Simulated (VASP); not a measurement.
A run of VASP 6.6.1 is set up as follows.

Contents of INCAR:

```
PREC = Accurate
ENCUT = 520
EDIFF = 1E-8
ISMEAR = -1
SIGMA = 0.05
LREAL = F
LASPH = T
NELM = 80
ALGO = Normal
ISIF = 2
LWAVE = F
LCHARG = F
GGA = PS
LEFG = T
NBANDS = 29
```

The input KPOINTS:

```
regular mesh
0
Gamma
  9 9 9
```

File POSCAR:

```
TiPt3
1.0
    3.8970000000     -0.0389700000     -0.0389700000
   -0.0389700000      3.8970000000     -0.0389700000
   -0.0389700000     -0.0389700000      3.8970000000
Ti Pt
1 3
Direct
    0.0000000000      0.0000000000      0.0000000000
    0.0000000000      0.5000000000      0.5000000000
    0.5000000000      0.0000000000      0.5000000000
    0.5000000000      0.5000000000      0.0000000000
```

Potentials or basis: VASP PAW PBE potentials, release 64 (Ti_sv, Pt).

Run with:

```sh
$ cat potpaw_PBE.64/Ti_sv/POTCAR potpaw_PBE.64/Pt/POTCAR > POTCAR
$ mpirun -np 1 vasp_std > vasp.out
```

(1) Estimate the pressure.

(2) Predict the band gap on the k mesh.

Results:

(1) 0.6 GPa.

(2) zero (bands 21 and 22 overlap by 1.49 eV).

Caveat: the cell differs from its parent crystal (equal xy, yz and zx shear strains of -2 %); without QUAD_EFG the Cq values of the log hold for a quadrupole moment of 1 mb, not for the nuclei; the PAW data sets were made with another functional, which shifts forces and pressure a little; spin-orbit coupling is left out, which moves the levels of the heavy elements.
